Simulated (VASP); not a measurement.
# MoS2 (P6_3/mmc) in VASP: notebook

The runs below take MoS2 through single point, with PBEsol+U.

Everything below comes from runs of VASP 6.6.1. Logs are shortened: lines on timing, memory, paths and dates and some standing lists are left out, and cuts for length are marked.

## Step 1: The cell of the first run

Symmetry: P6_3/mmc, No. 194, hexagonal system. Conventional cell: a = 3.169 Å, b = 3.169 Å, c = 12.324 Å, α = 90.00°, β = 90.00°, γ = 120.00°. Within 3.2 Å of Mo (site symmetry -6m2) lie 6 S at 2.41 Å and 6 Mo at 3.17 Å. S (site symmetry 3m) has 3 Mo at 2.41 Å and 7 S at 3.13 to 3.17 Å within 3.2 Å.

## Step 2: Single point, PBEsol+U

POSCAR

```
MoS2
1.0
    3.1690000000      0.0000000000      0.0000000000
   -1.5845000000      2.7444345046      0.0000000000
    0.0000000000      0.0000000000     12.3240000000
Mo S
2 4
Direct
    0.6666666667      0.3333333333      0.7500000000
    0.3333333333      0.6666666667      0.2500000000
    0.6666666667      0.3333333333      0.3770000000
    0.3333333333      0.6666666667      0.8770000000
    0.6666666667      0.3333333333      0.1230000000
    0.3333333333      0.6666666667      0.6230000000
```

INCAR.step1

```
SYSTEM = MoS2
PREC = Accurate ; ENCUT = 520
EDIFF = 1E-7 ; ISMEAR = -1
SIGMA = 0.05 ; LREAL = .FALSE.
LASPH = .TRUE. ; NELM = 150
ALGO = Normal ; ISIF = 2
LWAVE = .FALSE. ; LCHARG = .TRUE.
LMAXMIX = 4 ; LDAU = .TRUE.
LDAUTYPE = 2 ; LDAUL = 2 -1
LDAUU = 5 0 ; LDAUJ = 0 0
LDAUPRINT = 1 ; GGA = PS
NBANDS = 35
```

KPOINTS.step1

```
regular mesh
0
G
  10 10 3
  0 0 0
```

INCAR.step2

```
SYSTEM = MoS2
PREC = Accurate ; ENCUT = 520
EDIFF = 1E-7 ; ISMEAR = -5
SIGMA = 0.05 ; LREAL = .FALSE.
LASPH = .TRUE. ; NELM = 150
ALGO = Normal ; ISIF = 2
LWAVE = .FALSE. ; LCHARG = .FALSE.
LMAXMIX = 4 ; LDAU = .TRUE.
LDAUTYPE = 2 ; LDAUL = 2 -1
LDAUU = 5 0 ; LDAUJ = 0 0
LDAUPRINT = 1 ; GGA = PS
LORBIT = 11 ; NEDOS = 1001
ICHARG = 11
```

KPOINTS.step2

```
regular mesh
0
G
  15 15 5
  0 0 0
```

Potentials or basis: VASP PAW PBE potentials, release 64 (Mo_sv, S).

Command:

```console
> cat potpaw_PBE.64/Mo_sv/POTCAR potpaw_PBE.64/S/POTCAR > POTCAR
> cp INCAR.step1 INCAR
> cp KPOINTS.step1 KPOINTS
> mpirun -np 1 vasp_std > vasp.out
> cp INCAR.step2 INCAR
> cp KPOINTS.step2 KPOINTS
> mpirun -np 1 vasp_std > vasp.out
```

OUTCAR:

```text
SYSTEM = MoS2
   PREC = Accurate
   ENCUT = 520
   EDIFF = 1E-7
   ISMEAR = -5
   LREAL = .FALSE.
   LASPH = .TRUE.
   NELM = 150
   ISIF = 2
   GGA = PS
   LORBIT = 11
   ICHARG = 11

 ion  position               nearest neighbor table
   1  0.667  0.333  0.750-   4 2.41   6 2.41   4 2.41   6 2.41   4 2.41   6 2.41
   2  0.333  0.667  0.250-   3 2.41   5 2.41   3 2.41   5 2.41   3 2.41   5 2.41
   3  0.667  0.333  0.377-   2 2.41   2 2.41   2 2.41
   4  0.333  0.667  0.877-   1 2.41   1 2.41   1 2.41
   5  0.667  0.333  0.123-   2 2.41   2 2.41   2 2.41
   6  0.333  0.667  0.623-   1 2.41   1 2.41   1 2.41

  LATTYP: Found a hexagonal cell.
 ALAT       =     3.1690000000
 C/A-ratio  =     3.8889239508

  Lattice vectors:

 A1 = (   3.1690000000,   0.0000000000,   0.0000000000)
 A2 = (  -1.5845000000,   2.7444345046,   0.0000000000)
 A3 = (   0.0000000000,   0.0000000000,  12.3240000000)

Analysis of symmetry for initial positions (statically):
=====================================================================
 Subroutine PRICEL returns:
 Original cell was already a primitive cell.

 Routine SETGRP: Setting up the symmetry group for a
 hexagonal supercell.

 Subroutine GETGRP returns: Found 24 space group operations
 (whereof 12 operations were pure point group operations)
 out of a pool of 24 trial point group operations.

The static configuration has the point symmetry D_3d.
 The point group associated with its full space group is D_6h.

Analysis of symmetry for dynamics (positions and initial velocities):
=====================================================================
 Subroutine PRICEL returns:
 Original cell was already a primitive cell.

 Routine SETGRP: Setting up the symmetry group for a
 hexagonal supercell.

 Subroutine GETGRP returns: Found 24 space group operations
 (whereof 12 operations were pure point group operations)
 out of a pool of 24 trial point group operations.

The dynamic configuration has the point symmetry D_3d.
 The point group associated with its full space group is D_6h.

 Subroutine INISYM returns: Found 24 space group operations
 (whereof 12 operations are pure point group operations),
 and found     1 'primitive' translations

----------------------------------------------------------------------------------------

                                     Primitive cell

  volume of cell :     107.1832

  direct lattice vectors                    reciprocal lattice vectors
     3.169000000  0.000000000  0.000000000     0.315556958  0.182186895  0.000000000
    -1.584500000  2.744434505  0.000000000     0.000000000  0.364373789  0.000000000
     0.000000000  0.000000000 12.324000000     0.000000000  0.000000000  0.081142486

  length of vectors
     3.169000000  3.169000000 12.324000000     0.364373789  0.364373789  0.081142486

  position of ions in fractional coordinates (direct lattice)
     0.666666667  0.333333333  0.750000000
     0.333333333  0.666666667  0.250000000
     0.666666667  0.333333333  0.377000000
     0.333333333  0.666666667  0.877000000
     0.666666667  0.333333333  0.123000000
     0.333333333  0.666666667  0.623000000

  ion indices of the primitive-cell ions
   primitive index   ion index
                 1           1
                 2           2
                 3           3
                 4           4
                 5           5
                 6           6

----------------------------------------------------------------------------------------

 KPOINTS: regular mesh

Automatic generation of k-mesh.
 Grid dimensions read from file:
 generate k-points for:   15   15    5

 Generating k-lattice:

  Cartesian coordinates                     Fractional coordinates (reciprocal lattice)
     0.021037131  0.012145793  0.000000000     0.066666667  0.000000000  0.000000000
     0.000000000  0.024291586  0.000000000     0.000000000  0.066666667  0.000000000
     0.000000000  0.000000000  0.016228497     0.000000000  0.000000000  0.200000000
[... 82 lines left out ...]
  Thomas-Fermi vector in A             =   2.418452
   LORBIT       =     11    0 simple, 1 ext, 2 COOP (PROOUT), +10 PAW based schemes
 LDA+U is selected, type is set to LDAUTYPE =  2
   angular momentum for each species LDAUL =     2   -1
   U (eV)           for each species LDAUU =   5.0  0.0
   J (eV)           for each species LDAUJ =   0.0  0.0
   GGA     = PS    functional components
   LHFCALC =     F    Hartree Fock is set to
   AEXX    =    0.0000 exact exchange contribution
   IVDW    =     0    specifies the selected vdW correction
   LEPSILON=     F    determine dielectric tensor
   LRPA    =     F    only Hartree local field effects (RPA)
 non-spin polarized calculation
 Fermi weights with tetrahedron method with Bloechl corrections
  energy-cutoff  :      520.00
  volume of cell :      107.18
 maximum number of plane-waves:      2908
 NGX is ok and might be reduce to    24

atom =   1  type =  1  l = 2

 onsite density matrix

spin component  1

  0.3876 -0.0000 -0.0000 -0.0000  0.0000
 -0.0000  0.3733  0.0000  0.0000  0.0000
 -0.0000  0.0000  0.4255  0.0000  0.0000
 -0.0000  0.0000  0.0000  0.3733 -0.0000
  0.0000  0.0000  0.0000 -0.0000  0.3876

spin component  2

  0.3876 -0.0000 -0.0000 -0.0000  0.0000
 -0.0000  0.3733  0.0000  0.0000  0.0000
 -0.0000  0.0000  0.4255  0.0000  0.0000
 -0.0000  0.0000  0.0000  0.3733 -0.0000
  0.0000  0.0000  0.0000 -0.0000  0.3876

 occupancies and eigenvectors

  o =  0.3733  v =  0.0000  0.0000  0.0000 -1.0000  0.0000  0.0000  0.0000  0.0000  0.0000  0.0000      0.0000  0.0000  0.0000  0.0000  0.0000  0.0000  0.0000  0.0000  0.0000  0.0000
  o =  0.3733  v =  0.0000  0.0000  0.0000  0.0000  0.0000  0.0000  0.0000  0.0000 -1.0000  0.0000      0.0000  0.0000  0.0000  0.0000  0.0000  0.0000  0.0000  0.0000  0.0000  0.0000
  o =  0.3733  v =  0.0000 -1.0000  0.0000 -0.0000 -0.0000  0.0000  0.0000  0.0000  0.0000  0.0000      0.0000  0.0000  0.0000  0.0000  0.0000  0.0000  0.0000  0.0000  0.0000  0.0000
  o =  0.3733  v =  0.0000  0.0000  0.0000  0.0000  0.0000  0.0000 -1.0000  0.0000 -0.0000 -0.0000      0.0000  0.0000  0.0000  0.0000  0.0000  0.0000  0.0000  0.0000  0.0000  0.0000
  o =  0.3876  v =  0.0000  0.0000  0.0000  0.0000  0.0000  0.0000 -0.0000 -0.0000  0.0000  1.0000      0.0000  0.0000  0.0000  0.0000  0.0000  0.0000  0.0000  0.0000  0.0000  0.0000
  o =  0.3876  v =  0.0000 -0.0000 -0.0000  0.0000  1.0000  0.0000  0.0000  0.0000  0.0000  0.0000      0.0000  0.0000  0.0000  0.0000  0.0000  0.0000  0.0000  0.0000  0.0000  0.0000
  o =  0.3876  v =  1.0000  0.0000  0.0000  0.0000  0.0000  0.0000  0.0000  0.0000  0.0000  0.0000      0.0000  0.0000  0.0000  0.0000  0.0000  0.0000  0.0000  0.0000  0.0000  0.0000
  o =  0.3876  v =  0.0000  0.0000  0.0000  0.0000  0.0000  1.0000  0.0000  0.0000  0.0000  0.0000      0.0000  0.0000  0.0000  0.0000  0.0000  0.0000  0.0000  0.0000  0.0000  0.0000
  o =  0.4255  v =  0.0000  0.0000  0.0000  0.0000  0.0000  0.0000  0.0000  1.0000  0.0000  0.0000      0.0000  0.0000  0.0000  0.0000  0.0000  0.0000  0.0000  0.0000  0.0000  0.0000
  o =  0.4255  v =  0.0000  0.0000  1.0000  0.0000  0.0000  0.0000  0.0000  0.0000  0.0000  0.0000      0.0000  0.0000  0.0000  0.0000  0.0000  0.0000  0.0000  0.0000  0.0000  0.0000

atom =   2  type =  1  l = 2

 onsite density matrix

spin component  1

  0.3876  0.0000 -0.0000  0.0000  0.0000
  0.0000  0.3733 -0.0000  0.0000  0.0000
 -0.0000 -0.0000  0.4255  0.0000  0.0000
  0.0000  0.0000  0.0000  0.3733 -0.0000
  0.0000  0.0000  0.0000 -0.0000  0.3876

spin component  2

  0.3876  0.0000 -0.0000  0.0000  0.0000
  0.0000  0.3733 -0.0000  0.0000  0.0000
 -0.0000 -0.0000  0.4255  0.0000  0.0000
  0.0000  0.0000  0.0000  0.3733 -0.0000
  0.0000  0.0000  0.0000 -0.0000  0.3876

 occupancies and eigenvectors

  o =  0.3733  v =  0.0000  0.0000 -0.0000 -1.0000  0.0000  0.0000  0.0000  0.0000  0.0000  0.0000      0.0000  0.0000  0.0000  0.0000  0.0000  0.0000  0.0000  0.0000  0.0000  0.0000
  o =  0.3733  v =  0.0000  0.0000  0.0000  0.0000  0.0000  0.0000  0.0000 -0.0000 -1.0000  0.0000      0.0000  0.0000  0.0000  0.0000  0.0000  0.0000  0.0000  0.0000  0.0000  0.0000
  o =  0.3733  v =  0.0000  1.0000 -0.0000  0.0000  0.0000  0.0000  0.0000  0.0000  0.0000  0.0000      0.0000  0.0000  0.0000  0.0000  0.0000  0.0000  0.0000  0.0000  0.0000  0.0000
  o =  0.3733  v =  0.0000  0.0000  0.0000  0.0000  0.0000  0.0000  1.0000 -0.0000  0.0000  0.0000      0.0000  0.0000  0.0000  0.0000  0.0000  0.0000  0.0000  0.0000  0.0000  0.0000
  o =  0.3876  v =  0.0000  0.0000  0.0000  0.0000  0.0000  0.0000 -0.0000 -0.0000  0.0000  1.0000      0.0000  0.0000  0.0000  0.0000  0.0000  0.0000  0.0000  0.0000  0.0000  0.0000
  o =  0.3876  v =  0.0000 -0.0000 -0.0000  0.0000  1.0000  0.0000  0.0000  0.0000  0.0000  0.0000      0.0000  0.0000  0.0000  0.0000  0.0000  0.0000  0.0000  0.0000  0.0000  0.0000
  o =  0.3876  v =  1.0000  0.0000  0.0000  0.0000  0.0000  0.0000  0.0000  0.0000  0.0000  0.0000      0.0000  0.0000  0.0000  0.0000  0.0000  0.0000  0.0000  0.0000  0.0000  0.0000
  o =  0.3876  v =  0.0000  0.0000  0.0000  0.0000  0.0000  1.0000  0.0000  0.0000  0.0000  0.0000      0.0000  0.0000  0.0000  0.0000  0.0000  0.0000  0.0000  0.0000  0.0000  0.0000
  o =  0.4255  v =  0.0000  0.0000  0.0000  0.0000  0.0000  0.0000 -0.0000 -1.0000 -0.0000 -0.0000      0.0000  0.0000  0.0000  0.0000  0.0000  0.0000  0.0000  0.0000  0.0000  0.0000
  o =  0.4255  v =  0.0000 -0.0000 -1.0000 -0.0000 -0.0000  0.0000  0.0000  0.0000  0.0000  0.0000      0.0000  0.0000  0.0000  0.0000  0.0000  0.0000  0.0000  0.0000  0.0000  0.0000

 number of electron      51.9999997 magnetization

 Free energy of the ion-electron system (eV)
  ---------------------------------------------------
  ext. energy  EPLUGINS =         0.00000000
  ---------------------------------------------------
  free energy    TOTEN  =       -34.93642595 eV

  energy without entropy =      -34.93642595  energy(sigma->0) =      -34.93642595

 E-fermi :   7.4864     XC(G=0): -10.9991

 val. band max:        7.4824949237   @ k =   0.0000   0.0000   0.0000
 cond. band min:       8.4176344656   @ k =   0.2000   0.1333   0.0000
 fundamental gap:      0.9351395419
 Fermi energy:         7.4864178477

 k-point     1 :       0.0000    0.0000    0.0000
  band No.  band energies     occupation
      1     -54.4035      2.00000
      2     -54.4035      2.00000
      3     -28.5472      2.00000
      4     -28.5472      2.00000
      5     -28.3556      2.00000
      6     -28.3556      2.00000
[... 805 lines left out ...]
     30      10.0257      0.00000
     31      10.0971      0.00000

 [... further k-points ...]

------------------------ aborting loop because EDIFF is reached ----------------------------------------

  FORCE on cell =-STRESS in cart. coord.  units (eV):
  Direction    XX          YY          ZZ          XY          YZ          ZX
  --------------------------------------------------------------------------------------
  -------------------------------------------------------------------------------------
  Total       -0.1603979     -0.1603979      0.6360074      0.0000000      0.0000000      0.0000000
  in kB       -2.3976316     -2.3976316      9.5070535      0.0000000      0.0000000      0.0000000
  external PRESSURE =       1.5705968 kB  Pullay stress =       0.0000000 kB

 VOLUME and BASIS-vectors are now :
 -----------------------------------------------------------------------------
  energy-cutoff  :      520.00
  volume of cell :      107.18
      direct lattice vectors                 reciprocal lattice vectors
     3.169000000  0.000000000  0.000000000     0.315556958  0.182186895  0.000000000
    -1.584500000  2.744434505  0.000000000     0.000000000  0.364373789  0.000000000
     0.000000000  0.000000000 12.324000000     0.000000000  0.000000000  0.081142486

 POSITION                                       TOTAL-FORCE (eV/Angst)
 -----------------------------------------------------------------------------------
      1.58450      0.91481      9.24300        -0.000000      0.000000      0.000000
     -0.00000      1.82962      3.08100         0.000000     -0.000000      0.000000
      1.58450      0.91481      4.64615         0.000000      0.000000      0.038454
     -0.00000      1.82962     10.80815         0.000000     -0.000000      0.038454
      1.58450      0.91481      1.51585         0.000000      0.000000     -0.038454
     -0.00000      1.82962      7.67785         0.000000     -0.000000     -0.038454
 -----------------------------------------------------------------------------------
    total drift:                               -0.000000      0.000000     -0.000000

  FREE ENERGIE OF THE ION-ELECTRON SYSTEM (eV)
  ---------------------------------------------------
  free  energy   TOTEN  =       -34.9364259507 eV

  energy  without entropy=      -34.9364259507  energy(sigma->0) =      -34.93642595

 total charge

# of ion       s       p       d       tot
------------------------------------------
    1        2.303   6.229   3.840  12.372
    2        2.303   6.229   3.840  12.372
    3        1.358   2.330   0.000   3.687
    4        1.358   2.330   0.000   3.687
    5        1.358   2.330   0.000   3.687
    6        1.358   2.330   0.000   3.687
--------------------------------------------------
tot         10.036  21.777   7.681  39.493
```

Wall time 1.7 min (1 thread of Intel Xeon 6975P-C (Granite Rapids), shared host); peak memory 0.36 GiB.

What came out:

```
Valence electrons inside the program's atomic spheres : Mo 12.37; S 3.69
```

Levels at points of the mesh, in eV from the valence-band top:
```tsv
k point	band 23	band 24	band 25	band 26	band 27	band 28	band 29	band 30
(0.00, 0.00, 0.00)	-1.99	-1.19	-1.18	0.00	2.19	2.21	2.21	2.23
```

Eigenvalues of the final occupation matrices:
| site | spin | trace | eigenvalues |
| --- | --- | --- | --- |
| site 1 d | 1 | 1.95 | 0.37 0.37 0.39 0.39 0.43 |
| site 1 d | 2 | 1.95 | 0.37 0.37 0.39 0.39 0.43 |
| site 2 d | 1 | 1.95 | 0.37 0.37 0.39 0.39 0.43 |
| site 2 d | 2 | 1.95 | 0.37 0.37 0.39 0.39 0.43 |

Caveat: the PAW data sets were made with another functional, which shifts forces and pressure a little; this functional lacks dispersion, which binds layers or chains, so the pressure and a relaxed spacing across them are unreliable.

## Step 3: Single point, PBEsol+U

POSCAR is that of step 2.

INCAR.step1

```
ALGO     = Normal         # electronic algorithm
EDIFF    = 1E-7           # SCF threshold, eV
ENCUT    = 520            # plane-wave cutoff, eV
GGA      = PS             # functional
ISIF     = 2              # what is computed and relaxed
ISMEAR   = -1             # smearing method
LASPH    = T              # aspherical terms in the spheres
LCHARG   = T              # write CHGCAR
LDAU     = T              # DFT+U
LDAUJ    = 0 0          
LDAUL    = 2 -1           # shell
LDAUPRINT= 1            
LDAUTYPE = 2            
LDAUU    = 6 0            # U, eV
LMAXMIX  = 4              # l up to which the mixer works
LREAL    = F              # projectors in reciprocal space
LWAVE    = F              # write WAVECAR
NBANDS   = 35             # bands
NELM     = 150            # most SCF steps
PREC     = Accurate       # precision mode
SIGMA    = 0.05           # smearing width, eV
```

KPOINTS.step1

```
k-points
0
Gamma
  10 10 3
```

INCAR.step2

```
ALGO     = Normal         # electronic algorithm
EDIFF    = 1E-7           # SCF threshold, eV
ENCUT    = 520            # plane-wave cutoff, eV
GGA      = PS             # functional
ICHARG   = 11             # starting density
ISIF     = 2              # what is computed and relaxed
ISMEAR   = -5             # smearing method
LASPH    = T              # aspherical terms in the spheres
LCHARG   = F              # write CHGCAR
LDAU     = T              # DFT+U
LDAUJ    = 0 0          
LDAUL    = 2 -1           # shell
LDAUPRINT= 1            
LDAUTYPE = 2            
LDAUU    = 6 0            # U, eV
LMAXMIX  = 4              # l up to which the mixer works
LORBIT   = 11             # projections on sites
LREAL    = F              # projectors in reciprocal space
LWAVE    = F              # write WAVECAR
NEDOS    = 2001           # points of the DOS
NELM     = 150            # most SCF steps
PREC     = Accurate       # precision mode
SIGMA    = 0.05           # smearing width, eV
```

KPOINTS.step2

```
k-points
0
Gamma
  15 15 5
```

Potentials or basis: VASP PAW PBE potentials, release 64 (Mo_sv, S).

Command:

```console
> cat potpaw_PBE.64/Mo_sv/POTCAR potpaw_PBE.64/S/POTCAR > POTCAR
> cp INCAR.step1 INCAR
> cp KPOINTS.step1 KPOINTS
> mpirun -np 1 vasp_std > vasp.out
> cp INCAR.step2 INCAR
> cp KPOINTS.step2 KPOINTS
> mpirun -np 1 vasp_std > vasp.out
```

It took 1.7 min on 1 thread of Intel Xeon 6975P-C (Granite Rapids), shared host; peak memory 0.36 GiB.

It converged, with:

```
Valence electrons inside the program's atomic spheres : Mo 12.35; S 3.69
```

Levels at points of the mesh, in eV from the valence-band top:
| k point | band 22 | band 23 | band 24 | band 25 | band 26 | band 27 | band 28 | band 29 | band 30 | band 31 |
| --- | --- | --- | --- | --- | --- | --- | --- | --- | --- | --- |
| (0.00, 0.00, 0.00) | -1.95 | -1.95 | -1.18 | -1.18 | 0.00 | 2.23 | 2.24 | 2.25 | 2.27 | 2.36 |

Eigenvalues of the final occupation matrices:
```tsv
site	spin	trace	eigenvalues
site 1 d	1	1.93	0.37 0.37 0.38 0.38 0.43
site 1 d	2	1.93	0.37 0.37 0.38 0.38 0.43
site 2 d	1	1.93	0.37 0.37 0.38 0.38 0.43
site 2 d	2	1.93	0.37 0.37 0.38 0.38 0.43
```

Caveat: the PAW data sets were made with another functional, which shifts forces and pressure a little; this functional lacks dispersion, which binds layers or chains, so the pressure and a relaxed spacing across them are unreliable.
